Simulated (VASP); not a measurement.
# Y (Fm-3m) in VASP: further runs

The runs below take Y through relaxation of cell and atoms, single point, with PBEsol.

Program: VASP 6.6.1. These are calculated values, not measurements. Logs are shortened: lines on timing, memory, paths and dates and some standing lists are left out, and cuts for length are marked.

## 1. The cell of the first run

The structure is cubic, space group Fm-3m (No. 225). Conventional cell: a = 4.970 Å, b = 4.970 Å, c = 4.970 Å, α = 90.00°, β = 90.00°, γ = 90.00°. Y (site symmetry m-3m) has 12 Y at 3.51 Å within 4.6 Å.

## 2. Relaxation of cell and atoms, PBEsol

INCAR reads:

```
PREC = Accurate
ENCUT = 600
EDIFF = 1E-7
ISMEAR = 0
SIGMA = 0.1
LREAL = False
LASPH = True
NELM = 60
ALGO = Normal
ISIF = 3
LWAVE = False
LCHARG = False
GGA = PS
IBRION = 2
NSW = 100
EDIFFG = -0.005
```

KPOINTS reads:

```
Automatic mesh
0
Gamma
  14 14 14
```

POSCAR reads:

```
Y
1.0
    0.0000000000      2.4850000000      2.4850000000
    2.4850000000      0.0000000000      2.4850000000
    2.4850000000      2.4850000000      0.0000000000
Y
1
Direct
    0.0000000000      0.0000000000      0.0000000000
```

Potentials or basis: VASP PAW PBE potentials, release 64 (Y_sv).

On the command line:

```console
$ cat potpaw_PBE.64/Y_sv/POTCAR > POTCAR
$ mpirun -np 1 vasp_std > vasp.out
```

OUTCAR:

```text
PREC = Accurate
   ENCUT = 600
   EDIFF = 1E-7
   ISMEAR = 0
   LREAL = False
   LASPH = True
   NELM = 60
   ISIF = 3
   GGA = PS
   IBRION = 2
   NSW = 100
   EDIFFG = -0.005

 ion  position               nearest neighbor table
   1  0.000  0.000  0.000-

  LATTYP: Found a face centered cubic cell.
 ALAT       =     4.9700000000

  Lattice vectors:

 A1 = (   0.0000000000,   2.4850000000,   2.4850000000)
 A2 = (   2.4850000000,   0.0000000000,   2.4850000000)
 A3 = (   2.4850000000,   2.4850000000,   0.0000000000)

Analysis of symmetry for initial positions (statically):
=====================================================================
 Subroutine PRICEL returns:
 Original cell was already a primitive cell.

 Routine SETGRP: Setting up the symmetry group for a
 face centered cubic supercell.

 Subroutine GETGRP returns: Found 48 space group operations
 (whereof 48 operations were pure point group operations)
 out of a pool of 48 trial point group operations.

The static configuration has the point symmetry O_h .

Analysis of symmetry for dynamics (positions and initial velocities):
=====================================================================
 Subroutine PRICEL returns:
 Original cell was already a primitive cell.

 Routine SETGRP: Setting up the symmetry group for a
 face centered cubic supercell.

 Subroutine GETGRP returns: Found 48 space group operations
 (whereof 48 operations were pure point group operations)
 out of a pool of 48 trial point group operations.

The dynamic configuration has the point symmetry O_h .

 Subroutine INISYM returns: Found 48 space group operations
 (whereof 48 operations are pure point group operations),
 and found     1 'primitive' translations

----------------------------------------------------------------------------------------

                                     Primitive cell

  volume of cell :      30.6909

  direct lattice vectors                    reciprocal lattice vectors
     0.000000000  2.485000000  2.485000000    -0.201207243  0.201207243  0.201207243
     2.485000000  0.000000000  2.485000000     0.201207243 -0.201207243  0.201207243
     2.485000000  2.485000000  0.000000000     0.201207243  0.201207243 -0.201207243

  length of vectors
     3.514320702  3.514320702  3.514320702     0.348501169  0.348501169  0.348501169

  position of ions in fractional coordinates (direct lattice)
     0.000000000  0.000000000  0.000000000

  ion indices of the primitive-cell ions
   primitive index   ion index
                 1           1

----------------------------------------------------------------------------------------

 KPOINTS: Automatic mesh

Automatic generation of k-mesh.
 Grid dimensions read from file:
 generate k-points for:   14   14   14

 Generating k-lattice:

  Cartesian coordinates                     Fractional coordinates (reciprocal lattice)
    -0.014371946  0.014371946  0.014371946     0.071428571  0.000000000  0.000000000
     0.014371946 -0.014371946  0.014371946     0.000000000  0.071428571  0.000000000
     0.014371946  0.014371946 -0.014371946     0.000000000  0.000000000  0.071428571

  Length of vectors
     0.024892941  0.024892941  0.024892941

  Shift w.r.t. Gamma in fractional coordinates (k-lattice)
     0.000000000  0.000000000  0.000000000

 Subroutine IBZKPT returns following result:
 ===========================================

 Found    104 irreducible k-points:

 Following reciprocal coordinates:
            Coordinates               Weight
  0.000000  0.000000  0.000000      1.000000
  0.071429  0.000000  0.000000      8.000000
  0.142857  0.000000  0.000000      8.000000
  0.214286  0.000000  0.000000      8.000000
  0.285714  0.000000  0.000000      8.000000
  0.357143  0.000000  0.000000      8.000000
[... 16 lines left out ...]
  0.214286  0.142857  0.000000     24.000000
  0.285714  0.142857  0.000000     24.000000
 [... further k-points ...]
   k-points           NKPTS =    104   k-points in BZ     NKDIM =    104   number of bands    NBANDS=      9
   number of dos      NEDOS =    301   number of ions     NIONS =      1
   total plane-waves  NPLWV =  21952
   dimension x,y,z NGX =    28 NGY =   28 NGZ =   28
   dimension x,y,z NGXF=    56 NGYF=   56 NGZF=   56
   ions per type =               1
   NGX,Y,Z   is equivalent  to a cutoff of  13.25, 13.25, 13.25 a.u.
   NGXF,Y,Z  is equivalent  to a cutoff of  26.49, 26.49, 26.49 a.u.
 SYSTEM =  unknown system
   PREC   = accura    normal or accurate (medium, high low for compatibility)
   ISTART =      0    job   : 0-new  1-cont  2-samecut
   ICHARG =      2    charge: 1-file 2-atom 10-const
   ISPIN  =      1    spin polarized calculation?
   LNONCOLLINEAR =      F non collinear calculations
   LSORBIT =      F    spin-orbit coupling
   LASPH  =      T    aspherical Exc in radial PAW
   ENCUT  =  600.0 eV  44.10 Ry    6.64 a.u.   7.02  7.02  7.02*2*pi/ulx,y,z
   NELM   =     60;   NELMIN=  2; NELMDL= -5     # of ELM steps
   EDIFF  = 0.1E-06   stopping-criterion for ELM
   LREAL  =      F    real-space projection
   EDIFFG = -.5E-02   stopping-criterion for IOM
   NSW    =    100    number of steps for IOM
   IBRION =      2    ionic relax: 0-MD 1-quasi-New 2-CG
   NFREE  =      1    steps in history (QN), initial steepest desc. (CG)
   ISIF   =      3    stress and relaxation
   ISYM   =      2    0-nonsym 1-usesym 2-fastsym
   POTIM  = 0.5000    time-step for ionic-motion
   TEBEG  =    0.0;   TEEND  =   0.0 temperature during run
   PSTRESS=    0.0 pullay stress
   NELECT =      11.0000    total number of electrons
   NUPDOWN=      -1.0000    fix difference up-down
   EMIN   =  10.00;   EMAX   =-10.00  energy-range for DOS
   EFERMI =   0.00;   METHOD = LEGACY
   ISMEAR =     0;   SIGMA  =   0.10  broadening in eV -4-tet -1-fermi 0-gaus
   EFERMI_NEDOS =   21; number of points for ismear=-14 and -15
   IALGO  =     38    algorithm
   IMIX   =      4    mixing-type and parameters
     AMIX     =   0.40;   BMIX     =  1.00
     AMIX_MAG =   1.60;   BMIX_MAG =  1.00
  volume/ion in A,a.u.               =      30.69       207.11
  Fermi-wavevector in a.u.,A,eV,Ry     =   1.162883  2.197530 18.399114  1.352297
  Thomas-Fermi vector in A             =   2.299439
   LORBIT       =      0    0 simple, 1 ext, 2 COOP (PROOUT), +10 PAW based schemes
   GGA     = PS    functional components
   LHFCALC =     F    Hartree Fock is set to
   AEXX    =    0.0000 exact exchange contribution
   IVDW    =     0    specifies the selected vdW correction
   LEPSILON=     F    determine dielectric tensor
   LRPA    =     F    only Hartree local field effects (RPA)
 conjugate gradient relaxation of ions
 non-spin polarized calculation
 Gauss-broadening in eV      SIGMA  =   0.10
  energy-cutoff  :      600.00
  volume of cell :       30.69
 maximum number of plane-waves:      1039
   NGX = 13   NGY = 13   NGZ = 13

--------------------------------------- Ionic step        1  -------------------------------------------

 number of electron      10.9999999 magnetization

 Free energy of the ion-electron system (eV)
  ---------------------------------------------------
  ext. energy  EPLUGINS =         0.00000000
  ---------------------------------------------------
  free energy    TOTEN  =        -6.80539094 eV

  energy without entropy =       -6.79718959  energy(sigma->0) =       -6.80129026

------------------------ aborting loop because EDIFF is reached ----------------------------------------

  FORCE on cell =-STRESS in cart. coord.  units (eV):
  Direction    XX          YY          ZZ          XY          YZ          ZX
  --------------------------------------------------------------------------------------
  -------------------------------------------------------------------------------------
  Total        0.0102255      0.0102255      0.0102255      0.0000000      0.0000000     -0.0000000
  in kB        0.5338073      0.5338073      0.5338073      0.0000000      0.0000000     -0.0000000
  external PRESSURE =       0.5338073 kB  Pullay stress =       0.0000000 kB

 VOLUME and BASIS-vectors are now :
 -----------------------------------------------------------------------------
  energy-cutoff  :      600.00
  volume of cell :       30.69
      direct lattice vectors                 reciprocal lattice vectors
     0.000000000  2.485000000  2.485000000    -0.201207243  0.201207243  0.201207243
     2.485000000  0.000000000  2.485000000     0.201207243 -0.201207243  0.201207243
     2.485000000  2.485000000  0.000000000     0.201207243  0.201207243 -0.201207243

 POSITION                                       TOTAL-FORCE (eV/Angst)
 -----------------------------------------------------------------------------------
      0.00000      0.00000      0.00000         0.000000      0.000000      0.000000
 -----------------------------------------------------------------------------------
    total drift:                               -0.000000     -0.000000     -0.000000

  FREE ENERGIE OF THE ION-ELECTRON SYSTEM (eV)
  ---------------------------------------------------
  free  energy   TOTEN  =        -6.8053909367 eV

  energy  without entropy=       -6.7971895872  energy(sigma->0) =       -6.80129026

--------------------------------------- Ionic step        2  -------------------------------------------

 number of electron      10.9999999 magnetization

 Free energy of the ion-electron system (eV)
  ---------------------------------------------------
  ext. energy  EPLUGINS =         0.00000000
  ---------------------------------------------------
  free energy    TOTEN  =        -6.80539486 eV

  energy without entropy =       -6.79717949  energy(sigma->0) =       -6.80128717

 E-fermi :   3.2718     XC(G=0):  -9.7937

 val. band max:        3.2666726106   @ k =  -0.3571   0.4286   0.2143
 cond. band min:       3.2721805638   @ k =  -0.2857   0.2857   0.0714
 fundamental gap:      0.0055079532
 Fermi energy:         3.2717977248

 k-point     1 :       0.0000    0.0000    0.0000
  band No.  band energies     occupation
      1     -39.1915      2.00000
      2     -18.8601      2.00000
      3     -18.8601      2.00000
      4     -18.8601      2.00000
      5      -1.5964      2.00000
      6       5.0976      0.00000
      7       5.0976      0.00000
      8       5.0976      0.00000
      9       7.2546      0.00000

 k-point     2 :       0.0714    0.0000    0.0000
  band No.  band energies     occupation
      1     -39.1874      2.00000
      2     -18.8967      2.00000
      3     -18.8646      2.00000
      4     -18.8646      2.00000
      5      -1.4599      2.00000
      6       4.9435      0.00000
      7       5.1620      0.00000
      8       5.1620      0.00000
      9       7.1796      0.00000

 k-point     3 :       0.1429    0.0000    0.0000
  band No.  band energies     occupation
      1     -39.1757      2.00000
      2     -18.9976      2.00000
      3     -18.8772      2.00000
      4     -18.8772      2.00000
      5      -1.0697      2.00000
      6       4.5734      0.00000
      7       5.3100      0.00000
      8       5.3100      0.00000
      9       7.0429      0.00000

 k-point     4 :       0.2143    0.0000    0.0000
  band No.  band energies     occupation
      1     -39.1589      2.00000
      2     -19.1402      2.00000
      3     -18.8954      2.00000
      4     -18.8954      2.00000
      5      -0.4858      2.00000
      6       4.1642      0.00000
      7       5.3917      0.00000
      8       5.3917      0.00000
      9       7.0770      0.00000
[... 205 lines left out ...]
 k-point    22 :       0.1429    0.1429    0.0000
  band No.  band energies     occupation
      1     -39.1705      2.00000
      2     -18.9941      2.00000
      3     -18.9072      2.00000
      4     -18.9072      2.00000
      5      -0.8960      2.00000
      6       4.3199      0.00000
      7       5.5111      0.00000
      8       5.5111      0.00000
      9       6.2771      0.00000

 k-point    23 :       0.2143    0.1429    0.0000
  band No.  band energies     occupation
      1     -39.1579      2.00000
      2     -19.0864      2.00000
      3     -18.9303      2.00000
      4     -18.9249      2.00000
      5      -0.4599      2.00000
      6       3.9879      0.00000
      7       5.5144      0.00000
      8       5.7086      0.00000
      9       6.1371      0.00000

 k-point    24 :       0.2857    0.1429    0.0000
  band No.  band energies     occupation
      1     -39.1415      2.00000
      2     -19.2123      2.00000
      3     -18.9531      2.00000
      4     -18.9463      2.00000
      5       0.1370      2.00000
      6       3.6873      0.00000
      7       5.0966      0.00000
      8       5.7806      0.00000
      9       6.6211      0.00000

 [... further k-points ...]
[... 5 lines left out ...]
  --------------------------------------------------------------------------------------
  -------------------------------------------------------------------------------------
  Total       -0.0046620     -0.0046620     -0.0046620     -0.0000000      0.0000000      0.0000000
  in kB       -0.2430137     -0.2430137     -0.2430137     -0.0000000      0.0000000      0.0000000
  external PRESSURE =      -0.2430137 kB  Pullay stress =       0.0000000 kB

 VOLUME and BASIS-vectors are now :
 -----------------------------------------------------------------------------
  energy-cutoff  :      600.00
  volume of cell :       30.74
      direct lattice vectors                 reciprocal lattice vectors
     0.000000000  2.486225859  2.486225859    -0.201108036  0.201108036  0.201108036
     2.486225859  0.000000000  2.486225859     0.201108036 -0.201108036  0.201108036
     2.486225859  2.486225859 -0.000000000     0.201108036  0.201108036 -0.201108036

 POSITION                                       TOTAL-FORCE (eV/Angst)
 -----------------------------------------------------------------------------------
      0.00000      0.00000     -0.00000         0.000000      0.000000      0.000000
 -----------------------------------------------------------------------------------
    total drift:                               -0.000000     -0.000000     -0.000000

  FREE ENERGIE OF THE ION-ELECTRON SYSTEM (eV)
  ---------------------------------------------------
  free  energy   TOTEN  =        -6.8053948564 eV

  energy  without entropy=       -6.7971794851  energy(sigma->0) =       -6.80128717

 reached required accuracy - stopping structural energy minimisation
```

Run time: 1.7 min. Hardware: 1 thread of Intel Xeon Platinum 8175M at 2.50GHz (Skylake/Cascade Lake), shared host; peak memory 0.2 GiB.

Results:

| Item | Value |
| --- | --- |
| Free energy | -6.8054 eV |
| Relaxed volume | 30.74 Å³/atom |
| Relaxed cell | a = 3.516 Å, b = 3.516 Å, c = 3.516 Å, α = 60.00°, β = 60.00°, γ = 60.00° |
| Space group after relaxing (to 0.05 Å) | Fm-3m (No. 225) |
| Energy gained by relaxing | 0.0 meV/atom |
| Ionic steps | 2 |
| Pressure after relaxing | 0.0 GPa |

Final structure:
```xyz
1
Lattice="0.0000 2.4862 2.4862 2.4862 0.0000 2.4862 2.4862 2.4862 0.0000" Properties=species:S:1:pos:R:3 pbc="T T T"
Y     0.0000    0.0000    0.0000
```

Levels at points of the mesh, in eV from the Fermi level:
```
           k point  band 2  band 3  band 4  band 5  band 6  band 7  band 8  band 9
(0.00, 0.00, 0.00)  -22.13  -22.13  -22.13   -4.87    1.83    1.83    1.83    3.98
(0.50, 0.00, 0.00)  -22.82  -22.22  -22.22   -2.08    0.79    1.64    1.64    5.56
(0.50, 0.50, 0.00)  -22.78  -22.38  -22.38   -1.90   -1.00    2.33    5.57    6.02
```

Caveat: the PAW data sets were made with another functional, which shifts forces and pressure a little.

(Part 1 of 2 ends here.)
